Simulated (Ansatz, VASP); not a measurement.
# ScSi2 in VASP and in Ansatz

```
Sc Si
1.0
     3.66000    0.00000    0.00000
    -1.83000    3.16965    0.00000
     0.00000    0.00000    3.87000
Sc Si
1 2
Direct
  0.00000 0.00000 0.00000
  0.66667 0.33333 0.50000
  0.33333 0.66667 0.50000
```

Alike in both runs: task relaxation of cell and atoms; functional r2SCAN; k mesh 8 × 8 × 7; occupations fermi-dirac, width 0.05 eV; no spin polarisation; Hubbard terms Sc d U = 8.0 eV.

|  | VASP | Ansatz |
| --- | --- | --- |
| version | VASP 6.6.1 | Ansatz 0.2.0 |
| potentials or method | VASP PAW PBE potentials, release 64 (Sc_sv, Si) | Ansatz PAW |
| plane-wave cutoff (eV) | 600 | 500 |
| valence electrons in the cell | 19 | 19 |

Ansatz gave:

```
gap on the k mesh at the Fermi level, each at its own relaxed structure (eV) : none
relaxed volume (Å³/atom)                                                     : 19.14
relaxed cell length with the largest relative difference (Å)                 : 4.171
```

What did VASP give for the same quantities?

gap on the k mesh at the Fermi level, each at its own relaxed structure (eV): none; relaxed volume (Å³/atom): 18.48; relaxed cell length with the largest relative difference (Å): 4.107.

VASP's potentials were made for PBE, not for r2SCAN. The programs project onto different local orbitals, so the same U acts differently, and such runs can settle in different states. A gap of «none» marks a metal or a gap that the smearing closes.

Noted on VASP's run: the volume moved by over 15 % at a fixed basis, so the end points are rough. Noted on Ansatz's run: the volume moved by over 15 % at a fixed basis, so the end points are rough; the plane-wave basis is chosen anew once the cell has moved, so the energies of steps on either side of that aren't comparable.
